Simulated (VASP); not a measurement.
Set up this calculation in VASP 6.6.1, as the native input.

```
Task                   : single point
Functional             : revPBE
Potentials or basis    : VASP PAW PBE potentials, release 64 (B)
Cutoff                 : 520 eV
k mesh                 : 23 × 23 × 2
Occupations            : fermi-dirac, width 0.1 eV
Spin                   : no spin polarisation
Dipole correction      : no
Further INCAR settings : ALGO = Normal; EDIFF = 1e-06; NBANDS = 14
```

The structure of B lies in POSCAR:

```
B
1.0
    1.6507645345      0.0000000000      0.0000000000
   -0.8253822672      1.4296040225      0.0000000000
    0.0000000000      0.0000000000     20.7962548714
B
4
Direct
    1.0000000000      1.0000000000      0.0000000000
    1.0000000000      1.0000000000      0.5000000000
    0.3333333333      0.6666666667      0.2500000000
    0.6666666667      0.3333333333      0.7500000000
```

This cell differs from its parent crystal: volume scaled by 0.88.

These files were run (other wordings do the same):

INCAR

```
SYSTEM = B
PREC = Accurate
ENCUT = 520
EDIFF = 1E-6
ISMEAR = -1
SIGMA = 0.1
LREAL = .False.
LASPH = .True.
NELM = 80
ALGO = Normal
ISIF = 2
LWAVE = .False.
LCHARG = .False.
GGA = RE
NBANDS = 14
```

KPOINTS

```
regular mesh
0
Gamma
  23 23 2
  0 0 0
```

Potentials or basis: VASP PAW PBE potentials, release 64 (B).

Command:

```console
$ cat potpaw_PBE.64/B/POTCAR > POTCAR
$ mpirun -np 1 vasp_std > vasp.out
```

Results of the run:

```yaml
Pressure: 17.6 GPa
Band_gap_on_the_k_mesh: zero (band 6 reaches 6.71 eV, above the bottom of band 7 at -5.32 eV)
```

Caveat: the PAW data sets were made with another functional, which shifts forces and pressure a little; this functional lacks dispersion, which binds the layers, so the pressure and a relaxed spacing across them are unreliable.

It took 79 s on 1 thread of Intel Xeon 8259CL (shared host), peak memory 0.19 GiB.
